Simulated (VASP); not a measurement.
A run of VASP 6.6.1 is set up as follows.

INCAR

```
PREC = Accurate
ENCUT = 520
EDIFF = 1E-6
ISMEAR = -1
SIGMA = 0.1
LREAL = F
LASPH = T
NELM = 80
ALGO = Normal
ISIF = 2
LWAVE = F
LCHARG = F
GGA = RP
NBANDS = 19
```

The input KPOINTS:

```
regular mesh
0
Gamma
  14 14 14
```

POSCAR

```
Zr
1.0
    0.0000000000      3.1861511280      3.1861511280
    3.1861511280      0.0000000000      3.1861511280
    3.1861511280      3.1861511280      0.0000000000
Zr
2
Direct
    0.1250000000      0.1250000000      0.1250000000
    0.8750000000      0.8750000000      0.8750000000
```

Potentials or basis: VASP PAW PBE potentials, release 64 (Zr_sv).

The run is started by

```bash
$ cat potpaw_PBE.64/Zr_sv/POTCAR > POTCAR
$ mpirun -np 1 vasp_std > vasp.out
```

Predict the band gap on the k mesh.

zero (bands 12 and 13 overlap by 0.18 eV).

What does it give for the pressure?

0.1 GPa.

Caveat: the PAW data sets were made with another functional, which shifts forces and pressure a little.
